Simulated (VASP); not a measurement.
# CrO2 in VASP: single point with PBE

Aim: the single point of CrO2 with PBE.

All numbers are computed with VASP 6.6.1; they aren't measurements. Logs are shortened: lines on timing, memory, paths and dates and some standing lists are left out, and cuts for length are marked.

## (1) The cell of the first run

The cell holds a wire with vacuum, 12 atoms: a = 15.200 Å, b = 15.500 Å, c = 2.733 Å, α = 90.00°, β = 90.00°, γ = 90.00°.

## (2) Single point, PBE, collinear spin, ferromagnetic start

File INCAR:

```
SYSTEM = CrO2
PREC = Accurate
ENCUT = 520
EDIFF = 1E-7
ISMEAR = 0
SIGMA = 0.05
LREAL = .False.
LASPH = .True.
NELM = 150
ALGO = Normal
ISIF = 2
LWAVE = .False.
LCHARG = .True.
ISPIN = 2
MAGMOM = 1.92 1.92 1.92 1.92 0 0 0 0 0 0 0 0
LORBIT = 11
LMAXMIX = 4
GGA = PE
LELF = .True.
LVHAR = .True.
NBANDS = 64
```

File KPOINTS:

```
regular mesh
0
Gamma
  1 1 11
  0 0 0
```

File POSCAR:

```
CrO2
1.0
   15.2000000000      0.0000000000      0.0000000000
    0.0000000000     15.5000000000      0.0000000000
    0.0000000000      0.0000000000      2.7328982354
Cr O
4 8
Direct
    0.4997394435      0.4833038286      0.0000000000
    0.3119964382      0.4195928179      0.5000000000
    0.3476157784      0.6081101663      0.5000000000
    0.6692349291      0.3686119723      0.5000000000
    0.2592793353      0.3672285978      0.0000000000
    0.2976845231      0.5277240334      0.0000000000
    0.6436825218      0.2938728236      0.0000000000
    0.5765480732      0.4411813778      0.5000000000
    0.4121760128      0.4075264479      0.0000000000
    0.3471674259      0.6806804650      0.0000000000
    0.7363274609      0.4116188727      0.0000000000
    0.4599613016      0.5604506167      0.5000000000
```

Potentials or basis: VASP PAW PBE potentials, release 64 (Cr_pv, O).

On the command line:

```
> cat potpaw_PBE.64/Cr_pv/POTCAR potpaw_PBE.64/O/POTCAR > POTCAR
> mpirun -np 1 vasp_std > vasp.out
```

OUTCAR:

```text
SYSTEM = CrO2
   PREC = Accurate
   ENCUT = 520
   EDIFF = 1E-7
   ISMEAR = 0
   LREAL = .False.
   LASPH = .True.
   NELM = 150
   ISIF = 2
   ISPIN = 2
   LORBIT = 11
   GGA = PE

 ion  position               nearest neighbor table
   1  0.500  0.483  0.000-   9 1.78   8 1.91   8 1.91  12 1.91  12 1.91
   2  0.312  0.420  0.500-   5 1.78   5 1.78   9 2.05   9 2.05   6 2.17   6 2.17   3 2.97
   3  0.348  0.608  0.500-  10 1.77  10 1.77  12 1.86   6 2.00   6 2.00   2 2.97
   4  0.669  0.369  0.500-   8 1.80  11 1.83  11 1.83   7 1.83   7 1.83
   5  0.259  0.367  0.000-   2 1.78   2 1.78
   6  0.298  0.528  0.000-   3 2.00   3 2.00   2 2.17   2 2.17
   7  0.644  0.294  0.000-   4 1.83   4 1.83
   8  0.577  0.441  0.500-   4 1.80   1 1.91   1 1.91
   9  0.412  0.408  0.000-   1 1.78   2 2.05   2 2.05
  10  0.347  0.681  0.000-   3 1.77   3 1.77
  11  0.736  0.412  0.000-   4 1.83   4 1.83
  12  0.460  0.560  0.500-   3 1.86   1 1.91   1 1.91

  LATTYP: Found a simple orthorhombic cell.
 ALAT       =     2.7328982354
 B/A-ratio  =     5.5618609589
 C/A-ratio  =     5.6716345304

  Lattice vectors:

 A1 = (   0.0000000000,   0.0000000000,   2.7328982354)
 A2 = (  15.2000000000,   0.0000000000,   0.0000000000)
 A3 = (   0.0000000000,  15.5000000000,   0.0000000000)

Analysis of symmetry for initial positions (statically):
=====================================================================
 Subroutine PRICEL returns:
 Original cell was already a primitive cell.

 Routine SETGRP: Setting up the symmetry group for a
 simple orthorhombic supercell.

 Subroutine GETGRP returns: Found  2 space group operations
 (whereof  2 operations were pure point group operations)
 out of a pool of  8 trial point group operations.

The static configuration has the point symmetry C_1h.

Analysis of symmetry for dynamics (positions and initial velocities):
=====================================================================
 Subroutine PRICEL returns:
 Original cell was already a primitive cell.

 Routine SETGRP: Setting up the symmetry group for a
 simple orthorhombic supercell.

 Subroutine GETGRP returns: Found  2 space group operations
 (whereof  2 operations were pure point group operations)
 out of a pool of  8 trial point group operations.

The dynamic configuration has the point symmetry C_1h.

Analysis of structural, dynamic, and magnetic symmetry:
=====================================================================
 Subroutine PRICEL returns:
 Original cell was already a primitive cell.

 Routine SETGRP: Setting up the symmetry group for a
 simple orthorhombic supercell.

 Subroutine GETGRP returns: Found  2 space group operations
 (whereof  2 operations were pure point group operations)
 out of a pool of  8 trial point group operations.

The overall configuration has the point symmetry C_1h.

 Subroutine INISYM returns: Found  2 space group operations
 (whereof  2 operations are pure point group operations),
 and found     1 'primitive' translations

----------------------------------------------------------------------------------------

                                     Primitive cell

  volume of cell :     643.8708

  direct lattice vectors                    reciprocal lattice vectors
    15.200000000  0.000000000  0.000000000     0.065789474  0.000000000  0.000000000
     0.000000000 15.500000000  0.000000000     0.000000000  0.064516129  0.000000000
     0.000000000  0.000000000  2.732898235     0.000000000  0.000000000  0.365911905

  length of vectors
    15.200000000 15.500000000  2.732898235     0.065789474  0.064516129  0.365911905

  position of ions in fractional coordinates (direct lattice)
     0.499739443  0.483303829  0.000000000
     0.311996438  0.419592818  0.500000000
     0.347615778  0.608110166  0.500000000
     0.669234929  0.368611972  0.500000000
     0.259279335  0.367228598  0.000000000
     0.297684523  0.527724033  0.000000000
     0.643682522  0.293872824  0.000000000
     0.576548073  0.441181378  0.500000000
     0.412176013  0.407526448  0.000000000
     0.347167426  0.680680465  0.000000000
     0.736327461  0.411618873  0.000000000
[... 67 lines left out ...]
   ENCUT  =  520.0 eV  38.22 Ry    6.18 a.u.  28.26 28.82  5.08*2*pi/ulx,y,z
   NELM   =    150;   NELMIN=  2; NELMDL= -5     # of ELM steps
   EDIFF  = 0.1E-06   stopping-criterion for ELM
   LREAL  =      F    real-space projection
   EDIFFG = 0.1E-05   stopping-criterion for IOM
   NSW    =      0    number of steps for IOM
   IBRION =     -1    ionic relax: 0-MD 1-quasi-New 2-CG
   NFREE  =      0    steps in history (QN), initial steepest desc. (CG)
   ISIF   =      2    stress and relaxation
   ISYM   =      2    0-nonsym 1-usesym 2-fastsym
   POTIM  = 0.5000    time-step for ionic-motion
   TEBEG  =    0.0;   TEEND  =   0.0 temperature during run
   PSTRESS=    0.0 pullay stress
   NELECT =      96.0000    total number of electrons
   NUPDOWN=      -1.0000    fix difference up-down
   EMIN   =  10.00;   EMAX   =-10.00  energy-range for DOS
   EFERMI =   0.00;   METHOD = LEGACY
   ISMEAR =     0;   SIGMA  =   0.05  broadening in eV -4-tet -1-fermi 0-gaus
   EFERMI_NEDOS =   21; number of points for ismear=-14 and -15
   IALGO  =     38    algorithm
   IMIX   =      4    mixing-type and parameters
     AMIX     =   0.40;   BMIX     =  1.00
     AMIX_MAG =   1.60;   BMIX_MAG =  1.00
  volume/ion in A,a.u.               =      53.66       362.09
  Fermi-wavevector in a.u.,A,eV,Ry     =   0.868092  1.640456 10.253125  0.753583
  Thomas-Fermi vector in A             =   1.986720
   LORBIT       =     11    0 simple, 1 ext, 2 COOP (PROOUT), +10 PAW based schemes
   GGA     = PE    functional components
   LHFCALC =     F    Hartree Fock is set to
   AEXX    =    0.0000 exact exchange contribution
   IVDW    =     0    specifies the selected vdW correction
   LEPSILON=     F    determine dielectric tensor
   LRPA    =     F    only Hartree local field effects (RPA)
 spin polarized calculation
 Gauss-broadening in eV      SIGMA  =   0.05
  energy-cutoff  :      520.00
  volume of cell :      643.87
 maximum number of plane-waves:     17412
 NGX is ok and might be reduce to   120
   NGX = 57   NGY = 57   NGZ = 11

 number of electron      95.9999959 magnetization       5.8737215

 Free energy of the ion-electron system (eV)
  ---------------------------------------------------
  ext. energy  EPLUGINS =         0.00000000
  ---------------------------------------------------
  free energy    TOTEN  =       -96.71951897 eV

  energy without entropy =      -96.70955033  energy(sigma->0) =      -96.71453465

 E-fermi :  -3.9645     XC(G=0):  -2.9225

 val. band max:       -4.0396187970   @ k =   0.0000   0.0000   0.2727
 cond. band min:      -3.9590591031   @ k =   0.0000   0.0000   0.3636
 fundamental gap:      0.0805596939
 Fermi energy:        -3.9644731258

 spin component 1

 k-point     1 :       0.0000    0.0000    0.0000
  band No.  band energies     occupation
      1     -49.0655      1.00000
      2     -48.9665      1.00000
      3     -48.9538      1.00000
      4     -48.9242      1.00000
      5     -48.9215      1.00000
      6     -48.8777      1.00000
[... 367 lines left out ...]
     59      -2.5223      0.00000
     60      -2.2756      0.00000
 Fermi energy:        -3.9644731258

 spin component 2

 k-point     1 :       0.0000    0.0000    0.0000
  band No.  band energies     occupation
      1     -49.0749      1.00000
      2     -48.9089      1.00000
      3     -48.9063      1.00000
      4     -46.8442      1.00000
      5     -46.7691      1.00000
      6     -46.6633      1.00000
[... 367 lines left out ...]
     59      -1.2762      0.00000
     60      -1.1197      0.00000
 [bands above 60 left out]

------------------------ aborting loop because EDIFF is reached ----------------------------------------

  FORCE on cell =-STRESS in cart. coord.  units (eV):
  Direction    XX          YY          ZZ          XY          YZ          ZX
  --------------------------------------------------------------------------------------
  -------------------------------------------------------------------------------------
  Total        0.2642020      0.1249424      0.2680363      0.0941450      0.0000000      0.0000000
  in kB        0.6574276      0.3109008      0.6669686      0.2342660      0.0000000      0.0000000
  external PRESSURE =       0.5450990 kB  Pullay stress =       0.0000000 kB

 VOLUME and BASIS-vectors are now :
 -----------------------------------------------------------------------------
  energy-cutoff  :      520.00
  volume of cell :      643.87
      direct lattice vectors                 reciprocal lattice vectors
    15.200000000  0.000000000  0.000000000     0.065789474  0.000000000  0.000000000
     0.000000000 15.500000000  0.000000000     0.000000000  0.064516129  0.000000000
     0.000000000  0.000000000  2.732898235     0.000000000  0.000000000  0.365911905

 POSITION                                       TOTAL-FORCE (eV/Angst)
 -----------------------------------------------------------------------------------
      7.59604      7.49121      0.00000        -0.176579      0.228001      0.000000
      4.74235      6.50369      1.36645         0.090167      0.172492      0.000000
      5.28376      9.42571      1.36645        -0.085151     -0.014324      0.000000
     10.17237      5.71349      1.36645        -0.217777      0.103496      0.000000
      3.94105      5.69204      0.00000        -0.095635     -0.170192      0.000000
      4.52480      8.17972      0.00000        -0.007910     -0.062712      0.000000
      9.78397      4.55503      0.00000         0.104314      0.027167      0.000000
      8.76353      6.83831      1.36645         0.329858     -0.162285      0.000000
      6.26508      6.31666      0.00000        -0.108789     -0.082209      0.000000
      5.27694     10.55055      0.00000         0.030884      0.107408      0.000000
     11.19218      6.38009      0.00000         0.030211     -0.080070      0.000000
      6.99141      8.68698      1.36645         0.106407     -0.066772      0.000000
 -----------------------------------------------------------------------------------
    total drift:                               -0.002338      0.001787     -0.000002

  FREE ENERGIE OF THE ION-ELECTRON SYSTEM (eV)
  ---------------------------------------------------
  free  energy   TOTEN  =       -96.7195189666 eV

  energy  without entropy=      -96.7095503347  energy(sigma->0) =      -96.71453465

 total charge

# of ion       s       p       d       tot
------------------------------------------
    1        0.352   6.400   4.194  10.947
    2        0.325   6.377   4.108  10.810
    3        0.372   6.442   4.186  11.000
    4        0.414   6.500   4.168  11.082
    5        1.595   3.381   0.000   4.976
    6        1.570   3.414   0.000   4.984
    7        1.594   3.342   0.000   4.937
    8        1.567   3.491   0.000   5.057
    9        1.583   3.403   0.000   4.986
   10        1.594   3.396   0.000   4.990
   11        1.594   3.347   0.000   4.941
   12        1.572   3.463   0.000   5.036
--------------------------------------------------
tot         14.132  52.957  16.657  83.745

 magnetization (x)

# of ion       s       p       d       tot
------------------------------------------
    1        0.020   0.019   2.338   2.377
    2        0.038   0.032   2.234   2.304
    3        0.029   0.021   2.055   2.105
    4       -0.012  -0.005  -0.961  -0.977
    5       -0.000  -0.125   0.000  -0.125
    6        0.006  -0.034   0.000  -0.028
    7       -0.000   0.089   0.000   0.088
    8        0.001  -0.007   0.000  -0.005
    9        0.003  -0.113   0.000  -0.110
   10       -0.000  -0.074   0.000  -0.074
   11       -0.000   0.081   0.000   0.081
   12        0.003  -0.036   0.000  -0.033
--------------------------------------------------
tot          0.088  -0.151   5.666   5.603
```

Run time: 29 min. Hardware: 1 thread of Intel Xeon Platinum 8259CL at 2.50GHz (Skylake/Cascade Lake), shared host; peak memory 1.1 GiB.

What came out:

```yaml
Free_energy: -96.7195 eV
Largest_force: 0.368 eV/Å
Net_moment: 5.87 μB per cell
Site_moments: Cr +2.38, +2.30, +2.10, -0.98; O -0.12, -0.03, +0.09, -0.01, -0.11, -0.07, +0.08 μB
Valence_electrons_inside_the_program's_atomic_spheres: Cr 10.95, 10.81, 11.00, 11.08; O 4.98, 4.94, 5.06, 4.99, 5.04
```

Forces on the atoms (eV/Å):
```
Cr  -0.177  0.228  0.000
Cr   0.090  0.172  0.000
Cr  -0.085 -0.014  0.000
Cr  -0.218  0.103  0.000
O   -0.096 -0.170  0.000
O   -0.008 -0.063  0.000
O    0.104  0.027  0.000
O    0.330 -0.162  0.000
O   -0.109 -0.082  0.000
O    0.031  0.107  0.000
O    0.030 -0.080  0.000
O    0.106 -0.067  0.000
```

Caveat: semilocal functionals often make such compounds metallic where correlation or magnetic order opens a gap, which also shifts bond lengths; only a ferromagnetic start was run, and an antiferromagnetic order may lie lower in energy. With open d or f shells a metallic result of PBE can be an artefact of self-interaction; +U or a hybrid may open a gap.
